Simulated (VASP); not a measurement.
Here is a VASP 6.6.1 calculation.

File POSCAR:

```
C
1.0
    0.0000000000      1.7089191768      1.7089191768
    1.7089191768      0.0000000000      1.7089191768
    1.7089191768      1.7089191768      0.0000000000
C
2
Direct
    0.0000000000      0.0000000000      0.0000000000
    0.2500000000      0.2500000000      0.2500000000
```

File INCAR.step1:

```
ALGO = Normal
EDIFF = 1E-8
ENCUT = 500
GGA = PE
ISMEAR = 0
LASPH = T
LCHARG = F
LREAL = F
LWAVE = T
NELM = 80
PREC = Accurate
SIGMA = 0.01
```

The input INCAR.step2:

```
ALGO = Exact
EDIFF = 1E-8
ENCUT = 500
GGA = PE
ISMEAR = 0
ISTART = 1
LASPH = T
LCHARG = F
LOPTICS = T
LREAL = F
LWAVE = T
NBANDS = 45
NELM = 1
PREC = Accurate
SIGMA = 0.01
```

The input INCAR.step3:

```
ALGO = EVGW0
EDIFF = 1E-8
ENCUT = 500
ENCUTGW = 150.0
GGA = PE
ISMEAR = 0
ISTART = 1
LASPH = T
LCHARG = F
LREAL = F
LWAVE = F
NBANDS = 45
NBANDSGW = 12
NELMGW = 1
NOMEGA = 48
PREC = Accurate
PRECFOCK = Fast
SIGMA = 0.01
```

The input KPOINTS:

```
k-points
0
Gamma
  6 6 6
```

Potentials or basis: VASP PAW PBE potentials, release 64 (C_GW).

Launch:

```sh
$ cat potpaw_PBE.64/C_GW/POTCAR > POTCAR
$ cp INCAR.step1 INCAR
$ mpirun -np 1 vasp_std > vasp.out
$ cp INCAR.step2 INCAR
$ mpirun -np 1 vasp_std > vasp.out
$ cp INCAR.step3 INCAR
$ mpirun -np 1 vasp_std > vasp.out
```

Problem. Predict the quasiparticle gap.

Solution. 5.77 eV.

Problem. What does it give for the least direct quasiparticle gap?

Solution. 7.71 eV.

Problem. What does it give for the band gap on the k mesh, mean-field level?

Solution. 4.46 eV, indirect (least direct gap 5.95 eV).

Caveat: the k points lie up to 0.53 Å⁻¹ apart; bands, screening cutoff and mesh are small and nothing is extrapolated, so the quasiparticle values aren't converged. A k mesh can miss the band edges.
